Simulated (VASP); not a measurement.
# Nb (Im-3m) in VASP: notebook

Runs on Nb. Level: RPBE+D4. Tasks: single point.

Program: VASP 6.6.1. These are calculated values, not measurements. Logs are shortened: lines on timing, memory, paths and dates and some standing lists are left out, and cuts for length are marked.

### Step 1. The cell of the first run

The structure is cubic, space group Im-3m (No. 229). The conventional cell has a = 3.260 Å, b = 3.260 Å, c = 3.260 Å, α = 90.00°, β = 90.00°, γ = 90.00°. Within 3.7 Å of Nb (site symmetry m-3m) lie 14 Nb at 2.82 to 3.26 Å.

### Step 2. Single point, RPBE+D4

INCAR reads:

```
SYSTEM = Nb
ALGO = Normal ; EDIFF = 1E-6
ENCUT = 500 ; GGA = RP
GGA_COMPAT = .False. ; ISIF = 2
ISMEAR = -1 ; IVDW = 13
LASPH = .True. ; LCHARG = .True.
LELF = .True. ; LREAL = .False.
LVHAR = .True. ; LWAVE = .False.
NBANDS = 12 ; NELM = 120
PREC = Accurate ; SIGMA = 0.05
```

KPOINTS reads:

```
k-points
0
Gamma
  11 11 11
  0 0 0
```

POSCAR reads:

```
Nb
1.0
   -1.6299823056      1.6299823056      1.6299823056
    1.6299823056     -1.6299823056      1.6299823056
    1.6299823056      1.6299823056     -1.6299823056
Nb
1
Direct
    0.0000000000      0.0000000000      0.0000000000
```

Potentials or basis: VASP PAW PBE potentials, release 64 (Nb_sv).

The run is started by

```console
$ cat potpaw_PBE.64/Nb_sv/POTCAR > POTCAR
$ mpirun -np 1 vasp_std > vasp.out
```

OUTCAR:

```text
SYSTEM = Nb
   EDIFF = 1E-6
   ENCUT = 500
   GGA = RP
   ISIF = 2
   ISMEAR = -1
   IVDW = 13
   LASPH = .True.
   LREAL = .False.
   NELM = 120
   PREC = Accurate

 ion  position               nearest neighbor table
   1  0.000  0.000  0.000-

  LATTYP: Found a body centered cubic cell.
 ALAT       =     3.2599646112

  Lattice vectors:

 A1 = (  -1.6299823056,   1.6299823056,   1.6299823056)
 A2 = (   1.6299823056,  -1.6299823056,   1.6299823056)
 A3 = (   1.6299823056,   1.6299823056,  -1.6299823056)

Analysis of symmetry for initial positions (statically):
=====================================================================
 Subroutine PRICEL returns:
 Original cell was already a primitive cell.

 Routine SETGRP: Setting up the symmetry group for a
 body centered cubic supercell.

 Subroutine GETGRP returns: Found 48 space group operations
 (whereof 48 operations were pure point group operations)
 out of a pool of 48 trial point group operations.

The static configuration has the point symmetry O_h .

Analysis of symmetry for dynamics (positions and initial velocities):
=====================================================================
 Subroutine PRICEL returns:
 Original cell was already a primitive cell.

 Routine SETGRP: Setting up the symmetry group for a
 body centered cubic supercell.

 Subroutine GETGRP returns: Found 48 space group operations
 (whereof 48 operations were pure point group operations)
 out of a pool of 48 trial point group operations.

The dynamic configuration has the point symmetry O_h .

 Subroutine INISYM returns: Found 48 space group operations
 (whereof 48 operations are pure point group operations),
 and found     1 'primitive' translations

----------------------------------------------------------------------------------------

                                     Primitive cell

  volume of cell :      17.3224

  direct lattice vectors                    reciprocal lattice vectors
    -1.629982306  1.629982306  1.629982306     0.000000000  0.306751796  0.306751796
     1.629982306 -1.629982306  1.629982306     0.306751796  0.000000000  0.306751796
     1.629982306  1.629982306 -1.629982306     0.306751796  0.306751796  0.000000000

[... 84 lines left out ...]
   NSW    =      0    number of steps for IOM
   IBRION =     -1    ionic relax: 0-MD 1-quasi-New 2-CG
   NFREE  =      0    steps in history (QN), initial steepest desc. (CG)
   ISIF   =      2    stress and relaxation
   ISYM   =      2    0-nonsym 1-usesym 2-fastsym
   POTIM  = 0.5000    time-step for ionic-motion
   TEBEG  =    0.0;   TEEND  =   0.0 temperature during run
   PSTRESS=    0.0 pullay stress
   NELECT =      13.0000    total number of electrons
   NUPDOWN=      -1.0000    fix difference up-down
   EMIN   =  10.00;   EMAX   =-10.00  energy-range for DOS
   EFERMI =   0.00;   METHOD = LEGACY
   ISMEAR =    -1;   SIGMA  =   0.05  broadening in eV -4-tet -1-fermi 0-gaus
   EFERMI_NEDOS =   21; number of points for ismear=-14 and -15
   IALGO  =     38    algorithm
   IMIX   =      4    mixing-type and parameters
     AMIX     =   0.40;   BMIX     =  1.00
     AMIX_MAG =   1.60;   BMIX_MAG =  1.00
  volume/ion in A,a.u.               =      17.32       116.90
  Fermi-wavevector in a.u.,A,eV,Ry     =   1.487715  2.811374 30.113717  2.213296
  Thomas-Fermi vector in A             =   2.600841
   LORBIT       =      0    0 simple, 1 ext, 2 COOP (PROOUT), +10 PAW based schemes
   GGA     = RP    functional components
   LHFCALC =     F    Hartree Fock is set to
   AEXX    =    0.0000 exact exchange contribution
   IVDW    =    13    specifies the selected vdW correction
   LEPSILON=     F    determine dielectric tensor
   LRPA    =     F    only Hartree local field effects (RPA)
 non-spin polarized calculation
  energy-cutoff  :      500.00
  volume of cell :       17.32
 maximum number of plane-waves:       451
 NGX is ok and might be reduce to    24
   NGX = 11   NGY = 11   NGZ = 11

 number of electron      13.0000001 magnetization

 Free energy of the ion-electron system (eV)
  ---------------------------------------------------
  ext. energy  EPLUGINS =         0.00000000
  ---------------------------------------------------
  free energy    TOTEN  =        -9.65768041 eV

  energy without entropy =       -9.64203724  energy(sigma->0) =       -9.64985882

 E-fermi :  11.7678     XC(G=0): -12.6398

 val. band max:       11.7609715415   @ k =   0.2727   0.0000   0.0000
 cond. band min:      11.7756870647   @ k =   0.0909   0.0909   0.0000
 fundamental gap:      0.0147155232
 Fermi energy:        11.7677774630

 k-point     1 :       0.0000    0.0000    0.0000
  band No.  band energies     occupation
      1     -42.5382      2.00000
      2     -17.7480      2.00000
      3     -17.7480      2.00000
      4     -17.7480      2.00000
      5       5.8028      2.00000
      6      12.1624      0.00075
      7      12.1624      0.00075
      8      12.1624      0.00075
      9      15.2042      0.00000
     10      15.2042      0.00000
     11      26.1217      0.00000
     12      26.1217      0.00000
[... 331 lines left out ...]
 k-point    24 :       0.3636    0.1818    0.0909
  band No.  band energies     occupation
      1     -42.2363      2.00000
      2     -19.0101      2.00000
      3     -18.4417      2.00000
      4     -18.0050      2.00000
      5       9.3138      2.00000
      6      10.1537      2.00000
      7      12.2051      0.00032
      8      15.6359      0.00000
      9      16.0694      0.00000
     10      21.2531      0.00000
     11      22.7886      0.00000
     12      24.8349      0.00000

 [... further k-points ...]

------------------------ aborting loop because EDIFF is reached ----------------------------------------

  DFT-D4 for vdW energy calculation

  Edisp (eV):   -0.61185

  FORCE on cell =-STRESS in cart. coord.  units (eV):
  Direction    XX          YY          ZZ          XY          YZ          ZX
  --------------------------------------------------------------------------------------
  -------------------------------------------------------------------------------------
  Total       0.69138     0.69138     0.69138     0.00000     0.00000    -0.00000
  in kB      63.94642    63.94642    63.94642     0.00000     0.00000    -0.00000
  external pressure =       63.95 kB  Pullay stress =        0.00 kB

 VOLUME and BASIS-vectors are now :
 -----------------------------------------------------------------------------
  energy-cutoff  :      500.00
  volume of cell :       17.32
      direct lattice vectors                 reciprocal lattice vectors
    -1.629982306  1.629982306  1.629982306     0.000000000  0.306751796  0.306751796
     1.629982306 -1.629982306  1.629982306     0.306751796  0.000000000  0.306751796
     1.629982306  1.629982306 -1.629982306     0.306751796  0.306751796  0.000000000

 POSITION                                       TOTAL-FORCE (eV/Angst)
 -----------------------------------------------------------------------------------
      0.00000      0.00000      0.00000         0.000000      0.000000      0.000000
 -----------------------------------------------------------------------------------
    total drift:                                0.000000      0.000000      0.000000

  FREE ENERGIE OF THE ION-ELECTRON SYSTEM (eV)
  ---------------------------------------------------
  free  energy   TOTEN  =       -10.2695318214 eV

  energy  without entropy=      -10.2538886551  energy(sigma->0) =      -10.26171024
```

stdout:

```text
POSCAR found type information on POSCAR Nb
 POSCAR found :  1 types and       1 ions
 scaLAPACK will be used
 -----------------------------------------------------------------------------
|                                                                             |
|                                                                             |
|     You enforced a specific xc type in the INCAR file but a different       |
|     I HOPE YOU KNOW WHAT YOU ARE DOING!                                     |
|                                                                             |
 -----------------------------------------------------------------------------

 LDA part: xc-table for (Slater+PW92), standard interpolation
 POSCAR, INCAR and KPOINTS ok, starting setup
 FFT: planning ... GRIDC
 FFT: planning ... GRID_SOFT
 FFT: planning ... GRID
 WAVECAR not read
 entering main loop
```

It took 18 s on 1 thread of AMD EPYC 7R13, shared host; peak memory 0.11 GiB.

What came out:

```yaml
Free_energy: -10.2695 eV
Pressure: 6.4 GPa
Dispersion_energy_per_atom: -0.612 eV
```

Caveat: the PAW data sets were made with another functional, which shifts forces and pressure a little; pairwise dispersion overbinds metals, which lowers pressure and volume.

### Step 3. Single point, RPBE+D4

This run uses another cell than the first one, of 17.69 Å³/atom, 1.021 times its volume.

INCAR reads:

```
SYSTEM = Nb
  ALGO = Normal
  EDIFF = 1E-6
  ENCUT = 500
  GGA = RP
  GGA_COMPAT = .False.
  ISIF = 2
  ISMEAR = -1
  IVDW = 13
  LASPH = .True.
  LCHARG = .False.
  LREAL = .False.
  LWAVE = .False.
  NBANDS = 12
  NELM = 120
  PREC = Accurate
  SIGMA = 0.05
```

KPOINTS is that of step 2.

POSCAR reads:

```
Nb
1.0
   -1.6414614324      1.6414614324      1.6414614324
    1.6414614324     -1.6414614324      1.6414614324
    1.6414614324      1.6414614324     -1.6414614324
Nb
1
Direct
    0.0000000000      0.0000000000      0.0000000000
```

Potentials or basis: VASP PAW PBE potentials, release 64 (Nb_sv).

The run is started by

```console
$ cat potpaw_PBE.64/Nb_sv/POTCAR > POTCAR
$ mpirun -np 1 vasp_std > vasp.out
```

Wall time 18 s (1 thread of AMD EPYC 7R13, shared host); peak memory 0.11 GiB.

It converged, with:

```yaml
Free_energy: -10.2801 eV
Pressure: 2.5 GPa
Dispersion_energy_per_atom: -0.599 eV
```

Levels at points of the mesh, in eV from the Fermi level:
```
           k point  band 2  band 3  band 4  band 5  band 6  band 7  band 8  band 9  band 10  band 11
(0.00, 0.00, 0.00)  -29.59  -29.59  -29.59   -5.93    0.40    0.40    0.40    3.37     3.37    14.30
```

Caveat: the PAW data sets were made with another functional, which shifts forces and pressure a little; pairwise dispersion overbinds metals, which lowers pressure and volume.
